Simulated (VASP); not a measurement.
# SnO2 (P4_2/mnm) in VASP: further runs, part 2 of 2

VASP 6.6.1.

## (3) Single point, LDA

INCAR

```
  ALGO = Normal
  EDIFF = 1E-6
  ENCUT = 520
  ISIF = 2
  ISMEAR = 0
  LASPH = T
  LCHARG = T
  LELF = T
  LREAL = F
  LVHAR = T
  LWAVE = F
  NBANDS = 35
  NELM = 80
  PREC = Accurate
  SIGMA = 0.05
```

KPOINTS

```
k-points
0
Gamma
  6 6 8
```

POSCAR

```
SnO2
1.0
    4.7207174017      0.0000000000      0.0000000000
    0.0000000000      4.7207174017      0.0000000000
    0.0000000000      0.0000000000      3.1887553105
Sn O
2 4
Direct
    0.0000000000      0.0000000000      0.0000000000
    0.5000000000      0.5000000000      0.5000000000
    0.3061065496      0.3061065496      0.0000000000
    0.1938934504      0.8061065496      0.5000000000
    0.6938934504      0.6938934504      0.0000000000
    0.8061065496      0.1938934504      0.5000000000
```

Potentials or basis: VASP PAW LDA potentials, release 64 (Sn_d, O).

On the command line:

```sh
$ cat potpaw_LDA.64/Sn_d/POTCAR potpaw_LDA.64/O/POTCAR > POTCAR
$ mpirun -np 1 vasp_std > vasp.out
```

OUTCAR:

```text
EDIFF = 1E-6
   ENCUT = 520
   ISIF = 2
   ISMEAR = 0
   LASPH = T
   LREAL = F
   NELM = 80
   PREC = Accurate

 ion  position               nearest neighbor table
   1  0.000  0.000  0.000-   3 2.04   5 2.04   4 2.05   6 2.05   4 2.05   6 2.05   2 3.70   2 3.70
                             2 3.70   2 3.70   2 3.70   2 3.70   2 3.70   2 3.70
   2  0.500  0.500  0.500-   4 2.04   6 2.04   5 2.05   3 2.05   3 2.05   5 2.05   1 3.70   1 3.70
                             1 3.70   1 3.70   1 3.70   1 3.70   1 3.70   1 3.70
   3  0.306  0.306  0.000-   1 2.04   2 2.05   2 2.05
   4  0.194  0.806  0.500-   2 2.04   1 2.05   1 2.05
   5  0.694  0.694  0.000-   1 2.04   2 2.05   2 2.05
   6  0.806  0.194  0.500-   2 2.04   1 2.05   1 2.05

  LATTYP: Found a simple tetragonal cell.
 ALAT       =     4.7207174017
 C/A-ratio  =     0.6754810846

  Lattice vectors:

 A1 = (   4.7207174017,   0.0000000000,   0.0000000000)
 A2 = (   0.0000000000,   4.7207174017,   0.0000000000)
 A3 = (   0.0000000000,   0.0000000000,   3.1887553105)

Analysis of symmetry for initial positions (statically):
=====================================================================
 Subroutine PRICEL returns:
 Original cell was already a primitive cell.

 Routine SETGRP: Setting up the symmetry group for a
 simple tetragonal supercell.

 Subroutine GETGRP returns: Found 16 space group operations
 (whereof  8 operations were pure point group operations)
 out of a pool of 16 trial point group operations.

The static configuration has the point symmetry D_2h.
 The point group associated with its full space group is D_4h.

Analysis of symmetry for dynamics (positions and initial velocities):
=====================================================================
 Subroutine PRICEL returns:
 Original cell was already a primitive cell.

 Routine SETGRP: Setting up the symmetry group for a
 simple tetragonal supercell.

 Subroutine GETGRP returns: Found 16 space group operations
 (whereof  8 operations were pure point group operations)
 out of a pool of 16 trial point group operations.

The dynamic configuration has the point symmetry D_2h.
 The point group associated with its full space group is D_4h.

 Subroutine INISYM returns: Found 16 space group operations
 (whereof  8 operations are pure point group operations),
 and found     1 'primitive' translations

----------------------------------------------------------------------------------------

                                     Primitive cell

  volume of cell :      71.0620

  direct lattice vectors                    reciprocal lattice vectors
     4.720717402  0.000000000  0.000000000     0.211832210  0.000000000  0.000000000
     0.000000000  4.720717402  0.000000000     0.000000000  0.211832210  0.000000000
     0.000000000  0.000000000  3.188755310     0.000000000  0.000000000  0.313601987

  length of vectors
     4.720717402  4.720717402  3.188755310     0.211832210  0.211832210  0.313601987

  position of ions in fractional coordinates (direct lattice)
     0.000000000  0.000000000  0.000000000
     0.500000000  0.500000000  0.500000000
     0.306106550  0.306106550  0.000000000
     0.193893450  0.806106550  0.500000000
     0.693893450  0.693893450  0.000000000
     0.806106550  0.193893450  0.500000000

[... 39 lines left out ...]
  0.333333  0.000000  0.000000      4.000000
  0.500000  0.000000  0.000000      2.000000
  0.166667  0.166667  0.000000      4.000000
  0.333333  0.166667  0.000000      8.000000
[... 16 lines left out ...]
  0.333333  0.000000  0.250000      8.000000
  0.500000  0.000000  0.250000      4.000000
 [... further k-points ...]
   k-points           NKPTS =     50   k-points in BZ     NKDIM =     50   number of bands    NBANDS=     35
   number of dos      NEDOS =    301   number of ions     NIONS =      6
   total plane-waves  NPLWV =  31104
   dimension x,y,z NGX =    36 NGY =   36 NGZ =   24
   dimension x,y,z NGXF=    72 NGYF=   72 NGZF=   48
   ions per type =               2   4
   NGX,Y,Z   is equivalent  to a cutoff of  12.68, 12.68, 12.51 a.u.
   NGXF,Y,Z  is equivalent  to a cutoff of  25.36, 25.36, 25.02 a.u.
 SYSTEM =  unknown system
   PREC   = accura    normal or accurate (medium, high low for compatibility)
   ISTART =      0    job   : 0-new  1-cont  2-samecut
   ICHARG =      2    charge: 1-file 2-atom 10-const
   ISPIN  =      1    spin polarized calculation?
   LNONCOLLINEAR =      F non collinear calculations
   LSORBIT =      F    spin-orbit coupling
   LASPH  =      T    aspherical Exc in radial PAW
   ENCUT  =  520.0 eV  38.22 Ry    6.18 a.u.   8.78  8.78  5.93*2*pi/ulx,y,z
   NELM   =     80;   NELMIN=  2; NELMDL= -5     # of ELM steps
   EDIFF  = 0.1E-05   stopping-criterion for ELM
   LREAL  =      F    real-space projection
   EDIFFG = 0.1E-04   stopping-criterion for IOM
   NSW    =      0    number of steps for IOM
   IBRION =     -1    ionic relax: 0-MD 1-quasi-New 2-CG
   NFREE  =      0    steps in history (QN), initial steepest desc. (CG)
   ISIF   =      2    stress and relaxation
   ISYM   =      2    0-nonsym 1-usesym 2-fastsym
   POTIM  = 0.5000    time-step for ionic-motion
   TEBEG  =    0.0;   TEEND  =   0.0 temperature during run
   PSTRESS=    0.0 pullay stress
   NELECT =      52.0000    total number of electrons
   NUPDOWN=      -1.0000    fix difference up-down
   EMIN   =  10.00;   EMAX   =-10.00  energy-range for DOS
   EFERMI =   0.00;   METHOD = LEGACY
   ISMEAR =     0;   SIGMA  =   0.05  broadening in eV -4-tet -1-fermi 0-gaus
   EFERMI_NEDOS =   21; number of points for ismear=-14 and -15
   IALGO  =     38    algorithm
   IMIX   =      4    mixing-type and parameters
     AMIX     =   0.40;   BMIX     =  1.00
     AMIX_MAG =   1.60;   BMIX_MAG =  1.00
  volume/ion in A,a.u.               =      11.84        79.92
  Fermi-wavevector in a.u.,A,eV,Ry     =   1.475243  2.787805 29.610927  2.176342
  Thomas-Fermi vector in A             =   2.589916
   LORBIT       =      0    0 simple, 1 ext, 2 COOP (PROOUT), +10 PAW based schemes
   GGA     = CA    functional components
   LHFCALC =     F    Hartree Fock is set to
   AEXX    =    0.0000 exact exchange contribution
   IVDW    =     0    specifies the selected vdW correction
   LEPSILON=     F    determine dielectric tensor
   LRPA    =     F    only Hartree local field effects (RPA)
 non-spin polarized calculation
 Gauss-broadening in eV      SIGMA  =   0.05
  energy-cutoff  :      520.00
  volume of cell :       71.06
 maximum number of plane-waves:      1934
 NGX is ok and might be reduce to    36
   NGX = 17   NGY = 17   NGZ = 11

 number of electron      51.9999987 magnetization

 Free energy of the ion-electron system (eV)
  ---------------------------------------------------
  ext. energy  EPLUGINS =         0.00000000
  ---------------------------------------------------
  free energy    TOTEN  =       -42.27905657 eV

  energy without entropy =      -42.27905657  energy(sigma->0) =      -42.27905657

 E-fermi :   6.1526     XC(G=0): -11.8373

 val. band max:        5.9488041803   @ k =   0.0000   0.0000   0.0000
 cond. band min:       7.1605414962   @ k =   0.0000   0.0000   0.0000
 fundamental gap:      1.2117373159
 Fermi energy:         6.1525840403

 k-point     1 :       0.0000    0.0000    0.0000
  band No.  band energies     occupation
      1     -15.0712      2.00000
      2     -14.2892      2.00000
      3     -14.0112      2.00000
      4     -13.9923      2.00000
      5     -13.9923      2.00000
      6     -13.9139      2.00000
[... 901 lines left out ...]
     34      18.1478      0.00000
     35      18.3334      0.00000

 [... further k-points ...]

------------------------ aborting loop because EDIFF is reached ----------------------------------------

  FORCE on cell =-STRESS in cart. coord.  units (eV):
  Direction    XX          YY          ZZ          XY          YZ          ZX
  --------------------------------------------------------------------------------------
  -------------------------------------------------------------------------------------
  Total        0.5177141      0.5177141      0.7794494      0.0000000      0.0000000      0.0000000
  in kB       11.6724864     11.6724864     17.5736228      0.0000000      0.0000000      0.0000000
  external PRESSURE =      13.6395319 kB  Pullay stress =       0.0000000 kB

 VOLUME and BASIS-vectors are now :
 -----------------------------------------------------------------------------
  energy-cutoff  :      520.00
  volume of cell :       71.06
      direct lattice vectors                 reciprocal lattice vectors
     4.720717402  0.000000000  0.000000000     0.211832210  0.000000000  0.000000000
     0.000000000  4.720717402  0.000000000     0.000000000  0.211832210  0.000000000
     0.000000000  0.000000000  3.188755310     0.000000000  0.000000000  0.313601987

 POSITION                                       TOTAL-FORCE (eV/Angst)
 -----------------------------------------------------------------------------------
      0.00000      0.00000      0.00000         0.000000      0.000000      0.000000
      2.36036      2.36036      1.59438         0.000000      0.000000      0.000000
      1.44504      1.44504      0.00000        -0.022579     -0.022579      0.000000
      0.91532      3.80540      1.59438         0.022579     -0.022579      0.000000
      3.27567      3.27567      0.00000         0.022579      0.022579      0.000000
      3.80540      0.91532      1.59438        -0.022579      0.022579      0.000000
 -----------------------------------------------------------------------------------
    total drift:                                0.000000      0.000000      0.000000

  FREE ENERGIE OF THE ION-ELECTRON SYSTEM (eV)
  ---------------------------------------------------
  free  energy   TOTEN  =       -42.2790565727 eV

  energy  without entropy=      -42.2790565726  energy(sigma->0) =      -42.27905657
```

OSZICAR:

```text
N       E                     dE             d eps       ncg     rms          rms(c)
DAV:   1     0.637684581947E+03    0.63768E+03   -0.25551E+04  3843   0.234E+03
DAV:   2     0.522767730847E+02   -0.58541E+03   -0.55123E+03  3756   0.607E+02
DAV:   3    -0.433789508086E+02   -0.95656E+02   -0.93718E+02  3850   0.207E+02
DAV:   4    -0.483327956263E+02   -0.49538E+01   -0.49157E+01  4405   0.505E+01
DAV:   5    -0.484608552773E+02   -0.12806E+00   -0.12785E+00  4369   0.858E+00    0.159E+01
DAV:   6    -0.423432681527E+02    0.61176E+01   -0.16907E+01  5604   0.644E+01    0.644E+00
DAV:   7    -0.423729607131E+02   -0.29693E-01   -0.19923E+00  4036   0.789E+00    0.320E+00
DAV:   8    -0.422937377134E+02    0.79223E-01   -0.21308E-01  5477   0.429E+00    0.730E-01
DAV:   9    -0.422789351967E+02    0.14803E-01   -0.33318E-02  5727   0.306E+00    0.130E-01
DAV:  10    -0.422790423242E+02   -0.10713E-03   -0.33442E-03  4730   0.468E-01    0.499E-02
DAV:  11    -0.422790561940E+02   -0.13870E-04   -0.14048E-04  5599   0.132E-01    0.214E-02
DAV:  12    -0.422790593331E+02   -0.31391E-05   -0.15364E-05  4255   0.270E-02    0.137E-02
DAV:  13    -0.422790564997E+02    0.28335E-05   -0.90574E-06  4324   0.443E-02    0.155E-03
DAV:  14    -0.422790565727E+02   -0.72990E-07   -0.83211E-07  2348   0.790E-03
   1 F= -.42279057E+02 E0= -.42279057E+02  d E =-.598628E-11
```

Run time: 2.6 min. Hardware: 1 thread of Intel Xeon 8259CL, shared host; peak memory 0.22 GiB.

Results:

* Free energy: -42.2791 eV
* Pressure: 1.4 GPa
* Largest force: 0.032 eV/Å
* Band gap on the k mesh: 1.21 eV

Forces in eV/Å, atoms in the order of the input:
```
Sn   0.000  0.000  0.000
Sn   0.000  0.000  0.000
O   -0.023 -0.023  0.000
O    0.023 -0.023  0.000
O    0.023  0.023  0.000
O   -0.023  0.023  0.000
```

Caveat: spin-orbit coupling is left out, which moves the levels of the heavy elements.

## (4) Relaxation of cell and atoms, LDA

This run uses another cell than the first one, of 11.92 Å³/atom.

INCAR

```
  PREC = Accurate
  ENCUT = 600
  EDIFF = 1E-6
  ISMEAR = 0
  SIGMA = 0.02
  LREAL = F
  LASPH = T
  NELM = 100
  ALGO = Normal
  ISIF = 3
  LWAVE = F
  LCHARG = F
  GGA = CA
  IBRION = 2
  NSW = 100
  EDIFFG = -0.005
```

KPOINTS

```
Automatic mesh
0
Gamma
  6 6 8
```

POSCAR

```
SnO2
1.0
    4.7373500000      0.0000000000      0.0000000000
    0.0000000000      4.7373500000      0.0000000000
    0.0000000000      0.0000000000      3.1864000000
Sn O
2 4
Direct
    0.0000000000      0.0000000000      0.0000000000
    0.5000000000      0.5000000000      0.5000000000
    0.3056200000      0.3056200000      0.0000000000
    0.1943800000      0.8056200000      0.5000000000
    0.6943800000      0.6943800000      0.0000000000
    0.8056200000      0.1943800000      0.5000000000
```

On the command line:

```sh
$ cat potpaw_LDA.64/Sn_d/POTCAR potpaw_LDA.64/O/POTCAR > POTCAR
$ mpirun -np 1 vasp_std > vasp.out
```

Wall time 8.7 min (1 thread of Intel Xeon 8259CL, shared host); peak memory 0.25 GiB.

It converged, with:

```
Free energy                           : -42.2923 eV
Relaxed volume                        : 11.90 Å³/atom
Relaxed cell                          : a = 4.727 Å, b = 4.727 Å, c = 3.196 Å, α = 90.00°, β = 90.00°, γ = 90.00°
Space group after relaxing (to 0.1 Å) : P4_2/mnm (No. 136)
Energy gained by relaxing             : 0.2 meV/atom
Ionic steps                           : 6
Pressure after relaxing               : 0.0 GPa
Band gap on the k mesh                : 1.15 eV
```

The path:
```
step  energy change (eV)  largest force (eV/Å)  pressure (GPa)  volume (Å³)
   1              0.0000                0.0490           -0.16        71.51
   2             -0.0010                0.0040            0.12        71.39
   3             -0.0010                0.0108            0.24        71.35
   4             -0.0009                0.0022           -0.34        71.52
   5             -0.0011                0.0057            0.00        71.42
   6             -0.0011                0.0003           -0.01        71.42
```

Final structure:
```xyz
6
Lattice="4.7269 0.0000 0.0000 0.0000 4.7269 0.0000 0.0000 0.0000 3.1963" Properties=species:S:1:pos:R:3 pbc="T T T"
Sn    0.0000    0.0000    0.0000
Sn    2.3634    2.3634    1.5981
O     1.4466    1.4466    0.0000
O     0.9168    3.8101    1.5981
O     3.2802    3.2802    0.0000
O     3.8101    0.9168    1.5981
```

Levels at points of the mesh, in eV from the valence-band top:
| k point | band 24 | band 25 | band 26 | band 27 | band 28 | band 29 |
| --- | --- | --- | --- | --- | --- | --- |
| (0.00, 0.00, 0.00) | -0.80 | -0.80 | 0.00 | 1.15 | 5.92 | 6.05 |
| (0.50, 0.00, 0.00) | -1.24 | -0.65 | -0.65 | 4.31 | 4.31 | 6.81 |
| (0.50, 0.50, 0.00) | -1.37 | -0.91 | -0.91 | 4.70 | 4.70 | 7.29 |
| (0.00, 0.00, 0.50) | -1.72 | -1.28 | -1.28 | 6.03 | 6.03 | 9.52 |
| (0.50, 0.00, 0.50) | -1.13 | -0.72 | -0.72 | 6.31 | 6.31 | 7.88 |
| (0.50, 0.50, 0.50) | -0.99 | -0.84 | -0.84 | 4.69 | 4.69 | 8.63 |

Caveat: spin-orbit coupling is left out, which moves the levels of the heavy elements.

## (5) Summary

| task | cell | cutoff (eV) | smearing | gap on the mesh (eV) | pressure (GPa) | largest force (eV/Å) |
| --- | --- | --- | --- | --- | --- | --- |
| single point | a = 4.721, b = 4.721, c = 3.189 Å, 6 atoms | 520 | gaussian 0.02 eV | 1.21 | 1.4 | 0.03 |
| single point | a = 4.721, b = 4.721, c = 3.189 Å, 6 atoms | 520 | gaussian 0.05 eV | 1.21 | 1.4 | 0.03 |
| relaxation of cell and atoms | relaxed from a = 4.737, b = 4.737, c = 3.186 Å, 6 atoms | 600 | gaussian 0.02 eV | 1.15 | 0.0 | - |

Alike in all rows: level LDA; potentials or basis VASP PAW LDA potentials, release 64 (Sn_d, O); no spin polarisation; k mesh 6 × 6 × 8.

Caveats: spin-orbit coupling is left out, which moves the levels of the heavy elements.

Absolute energies hang on the potentials; compare differences alone.
